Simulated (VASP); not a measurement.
# Re (Im-3m) in VASP: further runs

The runs below take Re through single point, with revPBE.

Program: VASP 6.6.1. These are calculated values, not measurements. Logs are shortened: lines on timing, memory, paths and dates and some standing lists are left out, and cuts for length are marked.

**1. The cell of the first run**

It takes space group Im-3m (No. 229, cubic). Conventional cell: a = 3.242 Å, b = 3.242 Å, c = 3.242 Å, α = 90.00°, β = 90.00°, γ = 90.00°. Re (site symmetry m-3m) has 14 Re at 2.81 to 3.24 Å within 3.7 Å.

This isn't the form of Re at room conditions, which is hcp.

**2. Single point, revPBE (17.03 Å³/atom)**

Contents of INCAR:

```
SYSTEM = Re
PREC = Accurate
ENCUT = 520
EDIFF = 1E-6
ISMEAR = -1
SIGMA = 0.1
LREAL = .False.
LASPH = .True.
NELM = 80
ALGO = Normal
ISIF = 2
LWAVE = .False.
LCHARG = .True.
GGA = RE
LELF = .True.
LVHAR = .True.
NBANDS = 10
```

Contents of KPOINTS:

```
regular mesh
0
Gamma
  16 16 16
  0 0 0
```

Contents of POSCAR:

```
Re
1.0
   -1.6207961962      1.6207961962      1.6207961962
    1.6207961962     -1.6207961962      1.6207961962
    1.6207961962      1.6207961962     -1.6207961962
Re
1
Direct
    0.0000000000      0.0000000000      0.0000000000
```

Potentials or basis: VASP PAW PBE potentials, release 64 (Re).

Started as:

```sh
$ cat potpaw_PBE.64/Re/POTCAR > POTCAR
$ mpirun -np 1 vasp_std > vasp.out
```

OUTCAR:

```text
SYSTEM = Re
   PREC = Accurate
   ENCUT = 520
   EDIFF = 1E-6
   ISMEAR = -1
   LREAL = .False.
   LASPH = .True.
   NELM = 80
   ISIF = 2
   GGA = RE

 ion  position               nearest neighbor table
   1  0.000  0.000  0.000-

  LATTYP: Found a body centered cubic cell.
 ALAT       =     3.2415923924

  Lattice vectors:

 A1 = (  -1.6207961962,   1.6207961962,   1.6207961962)
 A2 = (   1.6207961962,  -1.6207961962,   1.6207961962)
 A3 = (   1.6207961962,   1.6207961962,  -1.6207961962)

Analysis of symmetry for initial positions (statically):
=====================================================================
 Subroutine PRICEL returns:
 Original cell was already a primitive cell.

 Routine SETGRP: Setting up the symmetry group for a
 body centered cubic supercell.

 Subroutine GETGRP returns: Found 48 space group operations
 (whereof 48 operations were pure point group operations)
 out of a pool of 48 trial point group operations.

The static configuration has the point symmetry O_h .

Analysis of symmetry for dynamics (positions and initial velocities):
=====================================================================
 Subroutine PRICEL returns:
 Original cell was already a primitive cell.

 Routine SETGRP: Setting up the symmetry group for a
 body centered cubic supercell.

 Subroutine GETGRP returns: Found 48 space group operations
 (whereof 48 operations were pure point group operations)
 out of a pool of 48 trial point group operations.

The dynamic configuration has the point symmetry O_h .

 Subroutine INISYM returns: Found 48 space group operations
 (whereof 48 operations are pure point group operations),
 and found     1 'primitive' translations

----------------------------------------------------------------------------------------

                                     Primitive cell

  volume of cell :      17.0312

  direct lattice vectors                    reciprocal lattice vectors
    -1.620796196  1.620796196  1.620796196     0.000000000  0.308490359  0.308490359
     1.620796196 -1.620796196  1.620796196     0.308490359  0.000000000  0.308490359
     1.620796196  1.620796196 -1.620796196     0.308490359  0.308490359  0.000000000

  length of vectors
     2.807301361  2.807301361  2.807301361     0.436271249  0.436271249  0.436271249

  position of ions in fractional coordinates (direct lattice)
     0.000000000  0.000000000  0.000000000
[... 79 lines left out ...]
   NSW    =      0    number of steps for IOM
   IBRION =     -1    ionic relax: 0-MD 1-quasi-New 2-CG
   NFREE  =      0    steps in history (QN), initial steepest desc. (CG)
   ISIF   =      2    stress and relaxation
   ISYM   =      2    0-nonsym 1-usesym 2-fastsym
   POTIM  = 0.5000    time-step for ionic-motion
   TEBEG  =    0.0;   TEEND  =   0.0 temperature during run
   PSTRESS=    0.0 pullay stress
   NELECT =       7.0000    total number of electrons
   NUPDOWN=      -1.0000    fix difference up-down
   EMIN   =  10.00;   EMAX   =-10.00  energy-range for DOS
   EFERMI =   0.00;   METHOD = LEGACY
   ISMEAR =    -1;   SIGMA  =   0.10  broadening in eV -4-tet -1-fermi 0-gaus
   EFERMI_NEDOS =   21; number of points for ismear=-14 and -15
   IALGO  =     38    algorithm
   IMIX   =      4    mixing-type and parameters
     AMIX     =   0.40;   BMIX     =  1.00
     AMIX_MAG =   1.60;   BMIX_MAG =  1.00
  volume/ion in A,a.u.               =      17.03       114.93
  Fermi-wavevector in a.u.,A,eV,Ry     =   1.217192  2.300159 20.157800  1.481556
  Thomas-Fermi vector in A             =   2.352521
   LORBIT       =      0    0 simple, 1 ext, 2 COOP (PROOUT), +10 PAW based schemes
   GGA     = RE    functional components
   LHFCALC =     F    Hartree Fock is set to
   AEXX    =    0.0000 exact exchange contribution
   IVDW    =     0    specifies the selected vdW correction
   LEPSILON=     F    determine dielectric tensor
   LRPA    =     F    only Hartree local field effects (RPA)
 non-spin polarized calculation
  energy-cutoff  :      520.00
  volume of cell :       17.03
 maximum number of plane-waves:       472
 NGX is ok and might be reduce to    24
   NGX = 11   NGY = 11   NGZ = 11

 number of electron       7.0000000 magnetization

 Free energy of the ion-electron system (eV)
  ---------------------------------------------------
  ext. energy  EPLUGINS =         0.00000000
  ---------------------------------------------------
  free energy    TOTEN  =       -11.45474959 eV

  energy without entropy =      -11.41379792  energy(sigma->0) =      -11.43427375

 E-fermi :   7.0137     XC(G=0): -12.9105

 val. band max:        7.0100865991   @ k =  -0.3750   0.5000   0.0625
 cond. band min:       7.0342488311   @ k =   0.1875   0.0625   0.0000
 fundamental gap:      0.0241622320
 Fermi energy:         7.0137072693

 k-point     1 :       0.0000    0.0000    0.0000
  band No.  band energies     occupation
      1      -2.6025      2.00000
      2       4.7880      2.00000
      3       4.7881      2.00000
      4       4.7881      2.00000
      5       7.6821      0.00250
      6       7.6822      0.00250
      7      22.2770      0.00000
      8      22.2770      0.00000
      9      22.2770      0.00000
     10      32.4920      0.00000
[... 287 lines left out ...]
 k-point    24 :       0.2500    0.1875    0.0000
  band No.  band energies     occupation
      1       1.3617      2.00000
      2       3.3625      2.00000
      3       4.0002      2.00000
      4       7.1416      0.43556
      5       8.2471      0.00001
      6      10.2086      0.00000
      7      17.6501      0.00000
      8      20.5895      0.00000
      9      22.6993      0.00000
     10      26.7027      0.00000

 [... further k-points ...]

------------------------ aborting loop because EDIFF is reached ----------------------------------------

  FORCE on cell =-STRESS in cart. coord.  units (eV):
  Direction    XX          YY          ZZ          XY          YZ          ZX
  --------------------------------------------------------------------------------------
  -------------------------------------------------------------------------------------
  Total       -3.2695459     -3.2695459     -3.2695459     -0.0000000     -0.0000000      0.0000000
  in kB     -307.5762554   -307.5762554   -307.5762554     -0.0000000     -0.0000000      0.0000000
  external PRESSURE =    -307.5762554 kB  Pullay stress =       0.0000000 kB

 VOLUME and BASIS-vectors are now :
 -----------------------------------------------------------------------------
  energy-cutoff  :      520.00
  volume of cell :       17.03
      direct lattice vectors                 reciprocal lattice vectors
    -1.620796196  1.620796196  1.620796196     0.000000000  0.308490359  0.308490359
     1.620796196 -1.620796196  1.620796196     0.308490359  0.000000000  0.308490359
     1.620796196  1.620796196 -1.620796196     0.308490359  0.308490359  0.000000000

 POSITION                                       TOTAL-FORCE (eV/Angst)
 -----------------------------------------------------------------------------------
      0.00000      0.00000      0.00000         0.000000      0.000000      0.000000
 -----------------------------------------------------------------------------------
    total drift:                                0.000000     -0.000000     -0.000000

  FREE ENERGIE OF THE ION-ELECTRON SYSTEM (eV)
  ---------------------------------------------------
  free  energy   TOTEN  =       -11.4547495857 eV

  energy  without entropy=      -11.4137979227  energy(sigma->0) =      -11.43427375
```

stdout:

```text
POSCAR found type information on POSCAR Re
 POSCAR found :  1 types and       1 ions
 scaLAPACK will be used
 -----------------------------------------------------------------------------
|                                                                             |
|                                                                             |
|     You enforced a specific xc type in the INCAR file but a different       |
|     I HOPE YOU KNOW WHAT YOU ARE DOING!                                     |
|                                                                             |
 -----------------------------------------------------------------------------

 LDA part: xc-table for (Slater+PW92), standard interpolation
 POSCAR, INCAR and KPOINTS ok, starting setup
 FFT: planning ... GRIDC
 FFT: planning ... GRID_SOFT
 FFT: planning ... GRID
 WAVECAR not read
 entering main loop
```

Wall time 35 s (1 thread of Intel Xeon 8259CL, shared host); peak memory 0.16 GiB.

What came out:

```
Free energy            : -11.4547 eV
Pressure               : -30.8 GPa
Band gap on the k mesh : zero (an odd number of electrons rules out a gap without spin polarisation)
```

Caveat: the cell stands under tension; the PAW data sets were made with another functional, which shifts forces and pressure a little; spin-orbit coupling is left out, which moves the levels of the heavy elements.

**3. Single point, revPBE**

This run uses another cell than the first one, of 15.21 Å³/atom.

Contents of INCAR:

```
  ALGO = Normal
  EDIFF = 1E-6
  ENCUT = 520
  GGA = RE
  ISIF = 2
  ISMEAR = -1
  LASPH = T
  LCHARG = F
  LREAL = F
  LWAVE = F
  NBANDS = 10
  NELM = 80
  PREC = Accurate
  SIGMA = 0.1
```

Contents of KPOINTS:

```
k-points
0
Gamma
  23 23 23
```

Contents of POSCAR:

```
Re
1.0
   -1.5607106762      1.5607106762      1.5607106762
    1.5607106762     -1.5607106762      1.5607106762
    1.5607106762      1.5607106762     -1.5607106762
Re
1
Direct
    0.0000000000      0.0000000000      0.0000000000
```

Potentials or basis: VASP PAW PBE potentials, release 64 (Re).

Started as:

```sh
$ cat potpaw_PBE.64/Re/POTCAR > POTCAR
$ mpirun -np 1 vasp_std > vasp.out
```

Run time: 73 s. Hardware: 1 thread of Intel Xeon 8259CL, shared host; peak memory 0.17 GiB.

The run converged. Its results:

| Property | Result |
| --- | --- |
| Free energy | -11.6511 eV |
| Pressure | -0.5 GPa |
| Band gap on the k mesh | zero (an odd number of electrons rules out a gap without spin polarisation) |

Levels at points of the mesh, in eV from the Fermi level:
```
           k point  band 1  band 2  band 3  band 4  band 5  band 6  band 7  band 8
(0.00, 0.00, 0.00)  -10.52   -2.61   -2.61   -2.61    0.75    0.75   15.47   15.47
```

Caveat: the PAW data sets were made with another functional, which shifts forces and pressure a little; spin-orbit coupling is left out, which moves the levels of the heavy elements.
